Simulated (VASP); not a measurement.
# Sb3As (P4/mmm) in VASP: notebook

The runs below take Sb3As through single point, relaxation of cell and atoms, with PBE.

Program: VASP 6.6.1. These are calculated values, not measurements. Logs are shortened: lines on timing, memory, paths and dates and some standing lists are left out, and cuts for length are marked.

### 1 The cell of the first run

The structure is tetragonal, space group P4/mmm (No. 123). Conventional cell: a = 3.660 Å, b = 3.660 Å, c = 7.512 Å, α = 90.00°, β = 90.00°, γ = 90.00°. Sb (site symmetry 4mm) has 4 As at 3.09 Å and 10 Sb at 3.31 to 4.14 Å within 4.2 Å. Sb (site symmetry 4/mmm) has 12 Sb at 3.31 to 3.66 Å and 2 As at 3.76 Å within 4.4 Å. As (site symmetry 4/mmm) has 10 Sb at 3.09 to 3.76 Å and 4 As at 3.66 Å within 4.1 Å.

The cell was generated, and may not be a known phase.

### 2 Single point, PBE

The input, INCAR:

```
SYSTEM = Sb3As
PREC     = Accurate       ! precision mode
ENCUT    = 520            ! plane-wave cutoff, eV
EDIFF    = 1E-6           ! SCF threshold, eV
ISMEAR   = 0              ! smearing method
SIGMA    = 0.1            ! smearing width, eV
LREAL    = .FALSE.        ! projectors in reciprocal space
LASPH    = .TRUE.         ! aspherical terms in the spheres
NELM     = 100            ! most SCF steps
ALGO     = Fast           ! electronic algorithm
ISIF     = 2              ! what is computed and relaxed
LWAVE    = .FALSE.        ! write WAVECAR
LCHARG   = .FALSE.        ! write CHGCAR
GGA      = PE             ! functional
NBANDS   = 18             ! bands
```

The input, KPOINTS:

```
Automatic mesh
0
G
  12 12 6
  0 0 0
```

The input, POSCAR:

```
Sb3As
1.0
    3.6597921312      0.0000000000      0.0000000000
    0.0000000000      3.6597921312      0.0000000000
    0.0000000000      0.0000000000      7.5115469413
Sb As
3 1
Direct
    0.5000000000      0.5000000000      0.2245607731
    0.5000000000      0.5000000000      0.7754392269
    0.0000000000      0.0000000000      0.5000000000
    0.0000000000      0.0000000000      0.0000000000
```

Potentials or basis: VASP PAW PBE potentials, release 64 (Sb, As).

Run with:

```sh
cat potpaw_PBE.64/Sb/POTCAR potpaw_PBE.64/As/POTCAR > POTCAR
mpirun -np 1 vasp_std > vasp.out
```

OUTCAR:

```text
SYSTEM = Sb3As
   PREC = Accurate
   ENCUT = 520
   EDIFF = 1E-6
   ISMEAR = 0
   LREAL = .FALSE.
   LASPH = .TRUE.
   NELM = 100
   ISIF = 2
   GGA = PE

 ion  position               nearest neighbor table
   1  0.500  0.500  0.225-   4 3.09   4 3.09   4 3.09   4 3.09   3 3.31   3 3.31   3 3.31   3 3.31
                             2 3.37
   2  0.500  0.500  0.775-   4 3.09   4 3.09   4 3.09   4 3.09   3 3.31   3 3.31   3 3.31   3 3.31
                             1 3.37
   3  0.000  0.000  0.500-   1 3.31   2 3.31   1 3.31   2 3.31   1 3.31   2 3.31   1 3.31   2 3.31

   4  0.000  0.000  0.000-   1 3.09   2 3.09   1 3.09   2 3.09   1 3.09   2 3.09   1 3.09   2 3.09

  LATTYP: Found a simple tetragonal cell.
 ALAT       =     3.6597921312
 C/A-ratio  =     2.0524517984

  Lattice vectors:

 A1 = (   3.6597921312,   0.0000000000,   0.0000000000)
 A2 = (   0.0000000000,   3.6597921312,   0.0000000000)
 A3 = (   0.0000000000,   0.0000000000,   7.5115469413)

Analysis of symmetry for initial positions (statically):
=====================================================================
 Subroutine PRICEL returns:
 Original cell was already a primitive cell.

 Routine SETGRP: Setting up the symmetry group for a
 simple tetragonal supercell.

 Subroutine GETGRP returns: Found 16 space group operations
 (whereof 16 operations were pure point group operations)
 out of a pool of 16 trial point group operations.

The static configuration has the point symmetry D_4h.

Analysis of symmetry for dynamics (positions and initial velocities):
=====================================================================
 Subroutine PRICEL returns:
 Original cell was already a primitive cell.

 Routine SETGRP: Setting up the symmetry group for a
 simple tetragonal supercell.

 Subroutine GETGRP returns: Found 16 space group operations
 (whereof 16 operations were pure point group operations)
 out of a pool of 16 trial point group operations.

The dynamic configuration has the point symmetry D_4h.

 Subroutine INISYM returns: Found 16 space group operations
 (whereof 16 operations are pure point group operations),
 and found     1 'primitive' translations

----------------------------------------------------------------------------------------

                                     Primitive cell

  volume of cell :     100.6102

  direct lattice vectors                    reciprocal lattice vectors
     3.659792131  0.000000000  0.000000000     0.273239562  0.000000000  0.000000000
     0.000000000  3.659792131  0.000000000     0.000000000  0.273239562  0.000000000
     0.000000000  0.000000000  7.511546941     0.000000000  0.000000000  0.133128370

  length of vectors
     3.659792131  3.659792131  7.511546941     0.273239562  0.273239562  0.133128370

  position of ions in fractional coordinates (direct lattice)
     0.500000000  0.500000000  0.224560773
     0.500000000  0.500000000  0.775439227
     0.000000000  0.000000000  0.500000000
     0.000000000  0.000000000  0.000000000

  ion indices of the primitive-cell ions
   primitive index   ion index
                 1           1
                 2           2
                 3           3
                 4           4

----------------------------------------------------------------------------------------

 KPOINTS: Automatic mesh

Automatic generation of k-mesh.
 Grid dimensions read from file:
 generate k-points for:   12   12    6

 Generating k-lattice:

  Cartesian coordinates                     Fractional coordinates (reciprocal lattice)
     0.022769964  0.000000000  0.000000000     0.083333333  0.000000000  0.000000000
     0.000000000  0.022769964  0.000000000     0.000000000  0.083333333  0.000000000
     0.000000000  0.000000000  0.022188062     0.000000000  0.000000000  0.166666667

  Length of vectors
     0.022769964  0.022769964  0.022188062

  Shift w.r.t. Gamma in fractional coordinates (k-lattice)
     0.000000000  0.000000000  0.000000000

 Subroutine IBZKPT returns following result:
 ===========================================

 Found    112 irreducible k-points:

 Following reciprocal coordinates:
            Coordinates               Weight
  0.000000  0.000000  0.000000      1.000000
  0.083333  0.000000  0.000000      4.000000
  0.166667  0.000000  0.000000      4.000000
  0.250000  0.000000  0.000000      4.000000
  0.333333  0.000000  0.000000      4.000000
  0.416667  0.000000  0.000000      4.000000
[... 16 lines left out ...]
  0.333333  0.333333  0.000000      4.000000
  0.416667  0.333333  0.000000      8.000000
 [... further k-points ...]
   k-points           NKPTS =    112   k-points in BZ     NKDIM =    112   number of bands    NBANDS=     18
   number of dos      NEDOS =    301   number of ions     NIONS =      4
   total plane-waves  NPLWV =  43904
   dimension x,y,z NGX =    28 NGY =   28 NGZ =   56
   dimension x,y,z NGXF=    56 NGYF=   56 NGZF=  112
   ions per type =               3   1
   NGX,Y,Z   is equivalent  to a cutoff of  12.72, 12.72, 12.39 a.u.
   NGXF,Y,Z  is equivalent  to a cutoff of  25.44, 25.44, 24.79 a.u.
 SYSTEM =  Sb3As
   PREC   = accura    normal or accurate (medium, high low for compatibility)
   ISTART =      0    job   : 0-new  1-cont  2-samecut
   ICHARG =      2    charge: 1-file 2-atom 10-const
   ISPIN  =      1    spin polarized calculation?
   LNONCOLLINEAR =      F non collinear calculations
   LSORBIT =      F    spin-orbit coupling
   LASPH  =      T    aspherical Exc in radial PAW
   ENCUT  =  520.0 eV  38.22 Ry    6.18 a.u.   6.80  6.80 13.97*2*pi/ulx,y,z
   NELM   =    100;   NELMIN=  2; NELMDL= -5     # of ELM steps
   EDIFF  = 0.1E-05   stopping-criterion for ELM
   LREAL  =      F    real-space projection
   EDIFFG = 0.1E-04   stopping-criterion for IOM
   NSW    =      0    number of steps for IOM
   IBRION =     -1    ionic relax: 0-MD 1-quasi-New 2-CG
   NFREE  =      0    steps in history (QN), initial steepest desc. (CG)
   ISIF   =      2    stress and relaxation
   ISYM   =      2    0-nonsym 1-usesym 2-fastsym
   POTIM  = 0.5000    time-step for ionic-motion
   TEBEG  =    0.0;   TEEND  =   0.0 temperature during run
   PSTRESS=    0.0 pullay stress
   NELECT =      20.0000    total number of electrons
   NUPDOWN=      -1.0000    fix difference up-down
   EMIN   =  10.00;   EMAX   =-10.00  energy-range for DOS
   EFERMI =   0.00;   METHOD = LEGACY
   ISMEAR =     0;   SIGMA  =   0.10  broadening in eV -4-tet -1-fermi 0-gaus
   EFERMI_NEDOS =   21; number of points for ismear=-14 and -15
   IALGO  =     68    algorithm
   IMIX   =      4    mixing-type and parameters
     AMIX     =   0.40;   BMIX     =  1.00
     AMIX_MAG =   1.60;   BMIX_MAG =  1.00
  volume/ion in A,a.u.               =      25.15       169.74
  Fermi-wavevector in a.u.,A,eV,Ry     =   0.955441  1.805523 12.420329  0.912868
  Thomas-Fermi vector in A             =   2.084279
   LORBIT       =      0    0 simple, 1 ext, 2 COOP (PROOUT), +10 PAW based schemes
   GGA     = PE    functional components
   LHFCALC =     F    Hartree Fock is set to
   AEXX    =    0.0000 exact exchange contribution
   IVDW    =     0    specifies the selected vdW correction
   LEPSILON=     F    determine dielectric tensor
   LRPA    =     F    only Hartree local field effects (RPA)
 non-spin polarized calculation
 RMM-DIIS sequential band-by-band and
 Gauss-broadening in eV      SIGMA  =   0.10
  energy-cutoff  :      520.00
  volume of cell :      100.61
 maximum number of plane-waves:      2752
 NGX is ok and might be reduce to    28
   NGX = 13   NGY = 13   NGZ = 27

 number of electron      20.0000000 magnetization

 Free energy of the ion-electron system (eV)
  ---------------------------------------------------
  ext. energy  EPLUGINS =         0.00000000
  ---------------------------------------------------
  free energy    TOTEN  =       -16.01612137 eV

  energy without entropy =      -16.00533479  energy(sigma->0) =      -16.01072808

 E-fermi :   7.9466     XC(G=0): -10.2979

 val. band max:        7.9377577549   @ k =   0.3333   0.3333   0.5000
 cond. band min:       7.9552378873   @ k =   0.0833   0.0000   0.5000
 fundamental gap:      0.0174801324
 Fermi energy:         7.9465513833

 k-point     1 :       0.0000    0.0000    0.0000
  band No.  band energies     occupation
      1      -5.4675      2.00000
      2      -2.8453      2.00000
      3      -2.4611      2.00000
      4       1.8660      2.00000
      5       5.7301      2.00000
      6       5.9199      2.00000
[... 10 lines left out ...]
     17      13.4815      0.00000
     18      13.5126      0.00000

 k-point     2 :       0.0833    0.0000    0.0000
  band No.  band energies     occupation
      1      -5.3933      2.00000
      2      -2.7807      2.00000
      3      -2.3909      2.00000
      4       1.6457      2.00000
      5       5.8083      2.00000
      6       5.8102      2.00000
[... 10 lines left out ...]
     17      13.2343      0.00000
     18      13.2484      0.00000

 k-point     3 :       0.1667    0.0000    0.0000
  band No.  band energies     occupation
      1      -5.1715      2.00000
      2      -2.5920      2.00000
      3      -2.1834      2.00000
      4       1.0284      2.00000
      5       5.4910      2.00000
      6       5.9128      2.00000
[... 10 lines left out ...]
     17      12.6004      0.00000
     18      13.1584      0.00000

 k-point     4 :       0.2500    0.0000    0.0000
  band No.  band energies     occupation
      1      -4.8055      2.00000
      2      -2.3000      2.00000
      3      -1.8515      2.00000
      4       0.1600      2.00000
      5       4.3987      2.00000
      6       4.6402      2.00000
[... 10 lines left out ...]
     17      12.0156      0.00000
     18      14.8153      0.00000

 k-point     5 :       0.3333    0.0000    0.0000
  band No.  band energies     occupation
      1      -4.3033      2.00000
      2      -1.9732      2.00000
      3      -1.4289      2.00000
      4      -0.7600      2.00000
      5       3.3418      2.00000
      6       3.4949      2.00000
[... 10 lines left out ...]
     17      12.4995      0.00000
     18      15.0548      0.00000

 k-point     6 :       0.4167    0.0000    0.0000
  band No.  band energies     occupation
      1      -3.6912      2.00000
      2      -2.0194      2.00000
      3      -1.2827      2.00000
      4      -1.0079      2.00000
      5       2.5589      2.00000
      6       2.6293      2.00000
[... 307 lines left out ...]
 k-point    21 :       0.4167    0.2500    0.0000
  band No.  band energies     occupation
      1      -3.1278      2.00000
      2      -1.5729      2.00000
      3      -0.7686      2.00000
      4      -0.4897      2.00000
      5       3.2402      2.00000
      6       3.3193      2.00000
[... 10 lines left out ...]
     17      15.3614      0.00000
     18      15.5286      0.00000

 k-point    22 :       0.5000    0.2500    0.0000
  band No.  band energies     occupation
      1      -2.7423      2.00000
      2      -1.8876      2.00000
      3      -0.7566      2.00000
      4      -0.3137      2.00000
      5       2.9974      2.00000
      6       3.0234      2.00000
[... 10 lines left out ...]
     17      15.5320      0.00000
     18      15.6866      0.00000

 k-point    23 :       0.3333    0.3333    0.0000
  band No.  band energies     occupation
      1      -3.2407      2.00000
      2      -1.3169      2.00000
      3      -0.5020      2.00000
      4      -0.4143      2.00000
      5       2.8449      2.00000
      6       3.9424      2.00000
[... 10 lines left out ...]
     17      14.8807      0.00000
     18      15.4267      0.00000

 k-point    24 :       0.4167    0.3333    0.0000
  band No.  band energies     occupation
      1      -2.7445      2.00000
      2      -1.3112      2.00000
      3      -0.4527      2.00000
      4      -0.1542      2.00000
      5       2.8463      2.00000
      6       3.7191      2.00000
[... 10 lines left out ...]
     17      14.8632      0.00000
     18      15.4598      0.00000

 [... further k-points ...]

------------------------ aborting loop because EDIFF is reached ----------------------------------------

  FORCE on cell =-STRESS in cart. coord.  units (eV):
  Direction    XX          YY          ZZ          XY          YZ          ZX
  --------------------------------------------------------------------------------------
  -------------------------------------------------------------------------------------
  Total       -0.0801061     -0.0801061     -0.0659602      0.0000000      0.0000000      0.0000000
  in kB       -1.2756579     -1.2756579     -1.0503892      0.0000000      0.0000000      0.0000000
  external PRESSURE =      -1.2005683 kB  Pullay stress =       0.0000000 kB

 VOLUME and BASIS-vectors are now :
 -----------------------------------------------------------------------------
  energy-cutoff  :      520.00
  volume of cell :      100.61
      direct lattice vectors                 reciprocal lattice vectors
     3.659792131  0.000000000  0.000000000     0.273239562  0.000000000  0.000000000
     0.000000000  3.659792131  0.000000000     0.000000000  0.273239562  0.000000000
     0.000000000  0.000000000  7.511546941     0.000000000  0.000000000  0.133128370

 POSITION                                       TOTAL-FORCE (eV/Angst)
 -----------------------------------------------------------------------------------
      1.82990      1.82990      1.68680         0.000000      0.000000      0.002655
      1.82990      1.82990      5.82475        -0.000000     -0.000000     -0.002655
      0.00000      0.00000      3.75577         0.000000     -0.000000      0.000000
      0.00000      0.00000      0.00000         0.000000     -0.000000      0.000000
 -----------------------------------------------------------------------------------
    total drift:                               -0.000000      0.000000     -0.000000

  FREE ENERGIE OF THE ION-ELECTRON SYSTEM (eV)
  ---------------------------------------------------
  free  energy   TOTEN  =       -16.0161213740 eV

  energy  without entropy=      -16.0053347900  energy(sigma->0) =      -16.01072808
```

Wall time 83 s (1 thread of Oxide Virtual Turin-like, shared host); peak memory 0.3 GiB.

What came out:

| Quantity | Value |
| --- | --- |
| Free energy | -16.0161 eV |
| Pressure | -0.1 GPa |
| Band gap on the k mesh | zero (bands 10 and 11 overlap by 4.09 eV) |

Forces on the atoms (eV/Å):
```
Sb   0.000  0.000  0.003
Sb   0.000  0.000 -0.003
Sb   0.000  0.000  0.000
As   0.000  0.000  0.000
```

Caveat: spin-orbit coupling is left out, which moves the levels of the heavy elements.

(Continued in part 2 of 2.)

The gap in the log of VASP goes by the Fermi energy; the results here count the filled bands.